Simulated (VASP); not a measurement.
A run of VASP 6.6.1 is set up as follows.

INCAR

```
  ALGO = Normal
  DIPOL = 0.5 0.5 0.334
  EDIFF = 1E-7
  ENCUT = 520
  GGA = PE
  IDIPOL = 3
  ISIF = 2
  ISMEAR = 0
  ISPIN = 2
  LASPH = True
  LCHARG = False
  LDIPOL = True
  LMAXMIX = 4
  LORBIT = 11
  LREAL = False
  LWAVE = False
  MAGMOM = 0 0 0 1
  NBANDS = 29
  NELM = 150
  PREC = Accurate
  SIGMA = 0.1
```

Contents of KPOINTS:

```
k-points
0
Gamma
  10 10 1
```

Contents of POSCAR:

```
Ta3H
1.0
    2.8743098520      0.0000000000      0.0000000000
   -0.9581032840      2.7099253168      0.0000000000
    0.0000000000      0.0000000000     21.5266897253
Ta H
3 1
Direct
    0.5000000000      0.5000000000      0.1858158431
    0.0000000000      0.0000000000      0.2909732295
    0.5000000000      0.5000000000      0.3960985100
    1.0000000000      1.0000000000      0.4625276739
```

Potentials or basis: VASP PAW PBE potentials, release 64 (Ta_pv, H).

Run with:

```console
$ cat potpaw_PBE.64/Ta_pv/POTCAR potpaw_PBE.64/H/POTCAR > POTCAR
$ mpirun -np 1 vasp_std > vasp.out
```

Estimate the band gap on the k mesh.

zero (filled and empty bands overlap).

What does it give for the largest force?

1.452 eV/Å.

Estimate the net moment.

0.00 μB per cell.

Forces on the atoms (eV/Å):
```
Ta   0.000  0.000  0.085
Ta   0.000  0.000 -0.500
Ta   0.000  0.000  1.452
H    0.000  0.000 -1.036
```

Caveat: spin-orbit coupling is left out, which moves the levels of the heavy elements.
